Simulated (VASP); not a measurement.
# CaS (Fm-3m) in VASP: further runs

CaS is run at these levels: PBE; tasks: single point.

All numbers are computed with VASP 6.6.1; they aren't measurements. Logs are shortened: lines on timing, memory, paths and dates and some standing lists are left out, and cuts for length are marked.

**1. The cell of the first run**

It takes space group Fm-3m (No. 225, cubic). The conventional cell has a = 5.473 Å, b = 5.473 Å, c = 5.473 Å, α = 90.00°, β = 90.00°, γ = 90.00°. Within 3.6 Å of Ca (site symmetry m-3m) lie 6 S at 2.74 Å. S (site symmetry m-3m) has 6 Ca at 2.74 Å within 3.6 Å.

**2. Single point, PBE (20.50 Å³/atom)**

Input file INCAR:

```
SYSTEM = CaS
PREC     = Accurate       ! precision mode
ENCUT    = 500            ! plane-wave cutoff, eV
EDIFF    = 1E-6           ! SCF threshold, eV
ISMEAR   = 0              ! smearing method
SIGMA    = 0.02           ! smearing width, eV
LREAL    = .False.        ! projectors in reciprocal space
LASPH    = .True.         ! aspherical terms in the spheres
NELM     = 120            ! most SCF steps
ALGO     = Normal         ! electronic algorithm
ISIF     = 2              ! what is computed and relaxed
LWAVE    = .False.        ! write WAVECAR
LCHARG   = .True.         ! write CHGCAR
GGA      = PE             ! functional
LELF     = .True.         ! ELF
LVHAR    = .True.       
NBANDS   = 15             ! bands
GGA_COMPAT= .False.
```

Input file KPOINTS:

```
Automatic mesh
0
Gamma
  8 8 8
  0 0 0
```

Input file POSCAR:

```
CaS
1.0
    0.0000000000      2.7366751374      2.7366751374
    2.7366751374      0.0000000000      2.7366751374
    2.7366751374      2.7366751374      0.0000000000
Ca S
1 1
Direct
    0.0000000000      0.0000000000      0.0000000000
    0.5000000000      0.5000000000      0.5000000000
```

Potentials or basis: VASP PAW PBE potentials, release 64 (Ca_sv, S).

Started as:

```bash
> cat potpaw_PBE.64/Ca_sv/POTCAR potpaw_PBE.64/S/POTCAR > POTCAR
> mpirun -np 1 vasp_std > vasp.out
```

OUTCAR:

```text
SYSTEM = CaS
   PREC = Accurate
   ENCUT = 500
   EDIFF = 1E-6
   ISMEAR = 0
   LREAL = .False.
   LASPH = .True.
   NELM = 120
   ISIF = 2
   GGA = PE

 ion  position               nearest neighbor table
   1  0.000  0.000  0.000-   2 2.74   2 2.74   2 2.74   2 2.74   2 2.74   2 2.74
   2  0.500  0.500  0.500-   1 2.74   1 2.74   1 2.74   1 2.74   1 2.74   1 2.74

  LATTYP: Found a face centered cubic cell.
 ALAT       =     5.4733502748

  Lattice vectors:

 A1 = (   0.0000000000,   2.7366751374,   2.7366751374)
 A2 = (   2.7366751374,   0.0000000000,   2.7366751374)
 A3 = (   2.7366751374,   2.7366751374,   0.0000000000)

Analysis of symmetry for initial positions (statically):
=====================================================================
 Subroutine PRICEL returns:
 Original cell was already a primitive cell.

 Routine SETGRP: Setting up the symmetry group for a
 face centered cubic supercell.

 Subroutine GETGRP returns: Found 48 space group operations
 (whereof 48 operations were pure point group operations)
 out of a pool of 48 trial point group operations.

The static configuration has the point symmetry O_h .

Analysis of symmetry for dynamics (positions and initial velocities):
=====================================================================
 Subroutine PRICEL returns:
 Original cell was already a primitive cell.

 Routine SETGRP: Setting up the symmetry group for a
 face centered cubic supercell.

 Subroutine GETGRP returns: Found 48 space group operations
 (whereof 48 operations were pure point group operations)
 out of a pool of 48 trial point group operations.

The dynamic configuration has the point symmetry O_h .

 Subroutine INISYM returns: Found 48 space group operations
 (whereof 48 operations are pure point group operations),
 and found     1 'primitive' translations

----------------------------------------------------------------------------------------

                                     Primitive cell

  volume of cell :      40.9921

  direct lattice vectors                    reciprocal lattice vectors
     0.000000000  2.736675137  2.736675137    -0.182703454  0.182703454  0.182703454
     2.736675137  0.000000000  2.736675137     0.182703454 -0.182703454  0.182703454
     2.736675137  2.736675137  0.000000000     0.182703454  0.182703454 -0.182703454

  length of vectors
     3.870243095  3.870243095  3.870243095     0.316451665  0.316451665  0.316451665

  position of ions in fractional coordinates (direct lattice)
     0.000000000  0.000000000  0.000000000
     0.500000000  0.500000000  0.500000000

  ion indices of the primitive-cell ions
   primitive index   ion index
                 1           1
                 2           2

----------------------------------------------------------------------------------------

 KPOINTS: Automatic mesh

Automatic generation of k-mesh.
 Grid dimensions read from file:
 generate k-points for:    8    8    8

 Generating k-lattice:

  Cartesian coordinates                     Fractional coordinates (reciprocal lattice)
    -0.022837932  0.022837932  0.022837932     0.125000000  0.000000000  0.000000000
     0.022837932 -0.022837932  0.022837932     0.000000000  0.125000000  0.000000000
     0.022837932  0.022837932 -0.022837932     0.000000000  0.000000000  0.125000000

  Length of vectors
     0.039556458  0.039556458  0.039556458

  Shift w.r.t. Gamma in fractional coordinates (k-lattice)
     0.000000000  0.000000000  0.000000000

 Subroutine IBZKPT returns following result:
 ===========================================

 Found     29 irreducible k-points:

 Following reciprocal coordinates:
            Coordinates               Weight
  0.000000  0.000000  0.000000      1.000000
  0.125000  0.000000  0.000000      8.000000
  0.250000  0.000000  0.000000      8.000000
  0.375000  0.000000  0.000000      8.000000
  0.500000  0.000000  0.000000      4.000000
  0.125000  0.125000  0.000000      6.000000
[... 16 lines left out ...]
  0.500000  0.250000  0.125000     48.000000
 -0.375000  0.250000  0.125000     24.000000
 [... further k-points ...]
   k-points           NKPTS =     29   k-points in BZ     NKDIM =     29   number of bands    NBANDS=     15
   number of dos      NEDOS =    301   number of ions     NIONS =      2
   total plane-waves  NPLWV =  21952
   dimension x,y,z NGX =    28 NGY =   28 NGZ =   28
   dimension x,y,z NGXF=    56 NGYF=   56 NGZF=   56
   ions per type =               1   1
   NGX,Y,Z   is equivalent  to a cutoff of  12.03, 12.03, 12.03 a.u.
   NGXF,Y,Z  is equivalent  to a cutoff of  24.05, 24.05, 24.05 a.u.
 SYSTEM =  CaS
   PREC   = accura    normal or accurate (medium, high low for compatibility)
   ISTART =      0    job   : 0-new  1-cont  2-samecut
   ICHARG =      2    charge: 1-file 2-atom 10-const
   ISPIN  =      1    spin polarized calculation?
   LNONCOLLINEAR =      F non collinear calculations
   LSORBIT =      F    spin-orbit coupling
   LASPH  =      T    aspherical Exc in radial PAW
   ENCUT  =  500.0 eV  36.75 Ry    6.06 a.u.   7.06  7.06  7.06*2*pi/ulx,y,z
   NELM   =    120;   NELMIN=  2; NELMDL= -5     # of ELM steps
   EDIFF  = 0.1E-05   stopping-criterion for ELM
   LREAL  =      F    real-space projection
   EDIFFG = 0.1E-04   stopping-criterion for IOM
   NSW    =      0    number of steps for IOM
   IBRION =     -1    ionic relax: 0-MD 1-quasi-New 2-CG
   NFREE  =      0    steps in history (QN), initial steepest desc. (CG)
   ISIF   =      2    stress and relaxation
   ISYM   =      2    0-nonsym 1-usesym 2-fastsym
   POTIM  = 0.5000    time-step for ionic-motion
   TEBEG  =    0.0;   TEEND  =   0.0 temperature during run
   PSTRESS=    0.0 pullay stress
   NELECT =      16.0000    total number of electrons
   NUPDOWN=      -1.0000    fix difference up-down
   EMIN   =  10.00;   EMAX   =-10.00  energy-range for DOS
   EFERMI =   0.00;   METHOD = LEGACY
   ISMEAR =     0;   SIGMA  =   0.02  broadening in eV -4-tet -1-fermi 0-gaus
   EFERMI_NEDOS =   21; number of points for ismear=-14 and -15
   IALGO  =     38    algorithm
   IMIX   =      4    mixing-type and parameters
     AMIX     =   0.40;   BMIX     =  1.00
     AMIX_MAG =   1.60;   BMIX_MAG =  1.00
  volume/ion in A,a.u.               =      20.50       138.31
  Fermi-wavevector in a.u.,A,eV,Ry     =   1.196414  2.260895 19.475476  1.431407
  Thomas-Fermi vector in A             =   2.332355
   LORBIT       =      0    0 simple, 1 ext, 2 COOP (PROOUT), +10 PAW based schemes
   GGA     = PE    functional components
   LHFCALC =     F    Hartree Fock is set to
   AEXX    =    0.0000 exact exchange contribution
   IVDW    =     0    specifies the selected vdW correction
   LEPSILON=     F    determine dielectric tensor
   LRPA    =     F    only Hartree local field effects (RPA)
 non-spin polarized calculation
 Gauss-broadening in eV      SIGMA  =   0.02
  energy-cutoff  :      500.00
  volume of cell :       40.99
 maximum number of plane-waves:      1056
   NGX = 15   NGY = 15   NGZ = 15

 number of electron      15.9999995 magnetization

 Free energy of the ion-electron system (eV)
  ---------------------------------------------------
  ext. energy  EPLUGINS =         0.00000000
  ---------------------------------------------------
  free energy    TOTEN  =       -10.20754685 eV

  energy without entropy =      -10.20754685  energy(sigma->0) =      -10.20754685

 E-fermi :   3.7977     XC(G=0):  -9.8411

 val. band max:        3.6355767326   @ k =   0.0000   0.0000   0.0000
 cond. band min:       5.6713562083   @ k =   0.5000   0.5000   0.0000
 fundamental gap:      2.0357794757
 Fermi energy:         3.7977431081

 k-point     1 :       0.0000    0.0000    0.0000
  band No.  band energies     occupation
      1     -35.1742      2.00000
      2     -16.1680      2.00000
      3     -16.1680      2.00000
      4     -16.1680      2.00000
      5      -8.1153      2.00000
      6       3.6356      2.00000
      7       3.6356      2.00000
      8       3.6356      2.00000
      9       7.7388      0.00000
     10       7.7388      0.00000
     11       7.7388      0.00000
     12       8.4422      0.00000
     13       8.4422      0.00000
     14       8.5771      0.00000
     15      14.7581      0.00000

 k-point     2 :       0.1250    0.0000    0.0000
  band No.  band energies     occupation
      1     -35.1711      2.00000
      2     -16.2122      2.00000
      3     -16.1710      2.00000
      4     -16.1710      2.00000
      5      -7.9697      2.00000
      6       2.8973      2.00000
      7       3.3457      2.00000
      8       3.3457      2.00000
      9       7.8140      0.00000
     10       8.0071      0.00000
     11       8.0071      0.00000
     12       8.9452      0.00000
     13       8.9452      0.00000
     14       9.3334      0.00000
     15      15.0824      0.00000

 k-point     3 :       0.2500    0.0000    0.0000
  band No.  band energies     occupation
      1     -35.1635      2.00000
      2     -16.3158      2.00000
      3     -16.1781      2.00000
      4     -16.1781      2.00000
      5      -7.5995      2.00000
      6       1.5758      2.00000
      7       2.7962      2.00000
      8       2.7962      2.00000
      9       7.9941      0.00000
     10       8.6861      0.00000
     11       8.6861      0.00000
     12      10.1733      0.00000
     13      10.1733      0.00000
     14      10.7060      0.00000
     15      14.7253      0.00000
[... 343 lines left out ...]
 k-point    23 :       0.5000    0.2500    0.1250
  band No.  band energies     occupation
      1     -35.1520      2.00000
      2     -16.3794      2.00000
      3     -16.2440      2.00000
      4     -16.2023      2.00000
      5      -7.1952      2.00000
      6       0.7875      2.00000
      7       2.1048      2.00000
      8       2.3420      2.00000
      9       7.9651      0.00000
     10       9.8522      0.00000
     11      10.1466      0.00000
     12      10.2977      0.00000
     13      11.0681      0.00000
     14      12.7695      0.00000
     15      13.1822      0.00000

 k-point    24 :      -0.3750    0.2500    0.1250
  band No.  band energies     occupation
      1     -35.1495      2.00000
      2     -16.4001      2.00000
      3     -16.2490      2.00000
      4     -16.2101      2.00000
      5      -7.0919      2.00000
      6       0.6388      2.00000
      7       1.8924      2.00000
      8       2.2342      2.00000
      9       8.7669      0.00000
     10       9.1251      0.00000
     11      10.4848      0.00000
     12      10.9416      0.00000
     13      11.1939      0.00000
     14      12.1839      0.00000
     15      13.8313      0.00000

 [... further k-points ...]

------------------------ aborting loop because EDIFF is reached ----------------------------------------

  FORCE on cell =-STRESS in cart. coord.  units (eV):
  Direction    XX          YY          ZZ          XY          YZ          ZX
  --------------------------------------------------------------------------------------
  -------------------------------------------------------------------------------------
  Total        2.4898328      2.4898328      2.4898328      0.0000000      0.0000000      0.0000000
  in kB       97.3152782     97.3152782     97.3152782      0.0000000      0.0000000      0.0000000
  external PRESSURE =      97.3152782 kB  Pullay stress =       0.0000000 kB

 VOLUME and BASIS-vectors are now :
 -----------------------------------------------------------------------------
  energy-cutoff  :      500.00
  volume of cell :       40.99
      direct lattice vectors                 reciprocal lattice vectors
     0.000000000  2.736675137  2.736675137    -0.182703454  0.182703454  0.182703454
     2.736675137  0.000000000  2.736675137     0.182703454 -0.182703454  0.182703454
     2.736675137  2.736675137  0.000000000     0.182703454  0.182703454 -0.182703454

 POSITION                                       TOTAL-FORCE (eV/Angst)
 -----------------------------------------------------------------------------------
      0.00000      0.00000      0.00000         0.000000     -0.000000     -0.000000
      2.73668      2.73668      2.73668        -0.000000      0.000000      0.000000
 -----------------------------------------------------------------------------------
    total drift:                                0.000000      0.000000      0.000000

  FREE ENERGIE OF THE ION-ELECTRON SYSTEM (eV)
  ---------------------------------------------------
  free  energy   TOTEN  =       -10.2075468547 eV

  energy  without entropy=      -10.2075468547  energy(sigma->0) =      -10.20754685
```

Wall time 6.8 s (1 thread of Intel Xeon 6975P-C (Granite Rapids), shared host); peak memory 0.16 GiB.

What came out:

| Property | Result |
| --- | --- |
| Free energy | -10.2075 eV |
| Pressure | 9.7 GPa |
| Band gap on the k mesh | 2.04 eV (least direct gap 2.92 eV) |

Levels at points of the mesh, in eV from the valence-band top:
```tsv
k point	band 5	band 6	band 7	band 8	band 9	band 10	band 11	band 12
(0.00, 0.00, 0.00)	-11.75	0.00	0.00	0.00	4.10	4.10	4.10	4.81
(0.50, 0.00, 0.00)	-10.64	-3.54	-1.43	-1.43	5.44	6.46	6.56	6.56
(0.50, 0.50, 0.00)	-10.99	-2.52	-0.89	-0.89	2.04	5.80	6.62	7.26
```

Caveat: the cell stands under pressure. A k mesh can miss the band edges.

(Continued in part 2 of 2.)
